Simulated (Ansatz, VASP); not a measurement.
# Two plane-wave programs on SnTe

```
Sn Te
1.0
     0.00259   -4.53574    0.00675
     2.25824   -2.26394   -3.20058
     6.94496   -2.27579    3.32826
Sn Te
2 2
Direct
  0.33842 0.96017 0.36470
  0.83858 0.46067 0.86373
  0.09877 0.72717 0.07364
  0.59923 0.22699 0.57294
```

Change from the starting cell: cell x2, atoms moved at random (sigma 0.1 Å) and cell strained at random (1.5 %), then relaxed without symmetry.

Alike in both runs: functional PBE; k mesh 4 × 4 × 4; occupations gaussian, width 0.1 eV; no spin polarisation.

Ansatz relaxed the structure, and its values are those at the end. VASP's run is a single point on that final structure, the one shown.

```csv
,VASP,Ansatz
version,VASP 6.6.1,Ansatz 0.2.0
potentials or method,"VASP PAW PBE potentials, release 64 (Sn_d, Te), cutoff 520 eV","scalar-relativistic, plane waves, PAW"
valence electrons in the cell,40,60
```

|  | VASP | Ansatz | Ansatz less VASP |
| --- | --- | --- | --- |
| gap on the k mesh at the Fermi level (eV) | 0.35 | 0.35 | -0.001 |
| least direct gap on the mesh (eV) | 0.35 | 0.35 | -0.001 |
| pressure (GPa) | 0.0 | 0.0 | +0.02 |
| rms of the force components (eV/Å) | 0.016 | 0.015 | -0.0010 |

VASP's potentials hold 40 valence electrons a cell and Ansatz's 60, so a difference there can come from the potentials and not from the codes.

Spin-orbit coupling is off throughout.
